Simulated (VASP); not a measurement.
A run of VASP 6.6.1 is set up as follows.

File INCAR:

```
ALGO = Normal
EDIFF = 1E-7
ENCUT = 520
GGA = PE
ISIF = 2
ISMEAR = -1
LASPH = True
LCHARG = False
LREAL = False
LWAVE = False
NBANDS = 13
NELM = 80
PREC = Accurate
SIGMA = 0.08
```

The input KPOINTS:

```
k-points
0
Gamma
  13 13 13
```

File POSCAR:

```
S
1.0
    0.0000000000      2.6300096372      2.6300096372
    2.6300096372      0.0000000000      2.6300096372
    2.6300096372      2.6300096372      0.0000000000
S
2
Direct
   -0.1250000000     -0.1250000000     -0.1250000000
    0.1250000000      0.1250000000      0.1250000000
```

Potentials or basis: VASP PAW PBE potentials, release 64 (S).

The run is started by

```console
$ cat potpaw_PBE.64/S/POTCAR > POTCAR
$ mpirun -np 1 vasp_std > vasp.out
```

Problem. What does it give for the band gap on the k mesh?

Solution. Zero (band 6 reaches 7.67 eV, above the bottom of band 7 at 5.29 eV).

Problem. Estimate the pressure.

Solution. 20.1 GPa.
